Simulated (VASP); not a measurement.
A run of VASP 6.6.1:

File INCAR:

```
  ALGO = Normal
  EDIFF = 1E-6
  ENCUT = 500
  GGA = PS
  GGA_COMPAT = F
  ISIF = 2
  ISMEAR = 0
  LASPH = T
  LCHARG = T
  LELF = T
  LREAL = F
  LVHAR = T
  LWAVE = F
  NBANDS = 26
  NELM = 120
  PREC = Accurate
  SIGMA = 0.01
```

File KPOINTS:

```
k-points
0
Gamma
  6 4 6
```

The input POSCAR:

```
CdS
1.0
    3.8457519196      0.0000000000      0.0000000000
    0.0000000000      5.4370012742      0.0000000000
    0.0000000000      0.0000000000      3.8454165148
Cd S
2 2
Direct
    0.5000000000      0.5000000000      0.2430300000
    0.0000000000      0.0000000000      0.7569700000
    0.5000000000      0.0000000000      0.2551600000
    0.0000000000      0.5000000000      0.7448400000
```

Potentials or basis: VASP PAW PBE potentials, release 64 (Cd, S).

Run with:

```bash
$ cat potpaw_PBE.64/Cd/POTCAR potpaw_PBE.64/S/POTCAR > POTCAR
$ mpirun -np 1 vasp_std > vasp.out
```

Hardware: 1 thread of Intel(R) Xeon(R) Platinum 8488C (Sapphire Rapids), on a shared host.

**Question.** How long does it take, and how much memory?

**Answer.** It took 34 s on 1 thread of Intel(R) Xeon(R) Platinum 8488C (Sapphire Rapids) (shared host), peak memory 0.22 GiB. Counts: scf iterations 12, k points 48.
